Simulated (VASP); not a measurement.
Write the native input for VASP 6.6.1 that does the following.

| Property | Result |
| --- | --- |
| Task | single point |
| Functional | PBE |
| Potentials or basis | VASP PAW PBE potentials, release 64 (Ga_d) |
| Cutoff | 520 eV |
| k mesh | 17 × 17 × 15 |
| Occupations | fermi-dirac, width 0.05 eV |
| Spin | no spin polarisation |
| Dipole correction | no |
| Further INCAR settings | ALGO = Normal; EDIFF = 1e-07; NBANDS = 12 |

The structure of Ga lies in POSCAR:

```
Ga
1.0
    2.1833885843      0.0000000000      0.0000000000
   -1.0916942922      1.8908699804      0.0000000000
    0.0000000000      0.0000000000      2.1121792804
Ga
1
Direct
    0.0000000000      0.0000000000      0.0000000000
```

These files were run (other wordings do the same):

INCAR

```
ALGO = Normal
EDIFF = 1E-7
ENCUT = 520
GGA = PE
ISIF = 2
ISMEAR = -1
LASPH = True
LCHARG = False
LREAL = False
LWAVE = False
NBANDS = 12
NELM = 100
PREC = Accurate
SIGMA = 0.05
```

KPOINTS

```
k-points
0
Gamma
  17 17 15
```

Potentials or basis: VASP PAW PBE potentials, release 64 (Ga_d).

Launch:

```sh
$ cat potpaw_PBE.64/Ga_d/POTCAR > POTCAR
$ mpirun -np 1 vasp_std > vasp.out
```

It gave:

```yaml
Pressure: 276.3 GPa
```

Run time: 8.9 s on 1 thread of Intel(R) Xeon(R) 6975P-C (Granite Rapids), with other jobs on the host, peak memory 0.13 GiB.
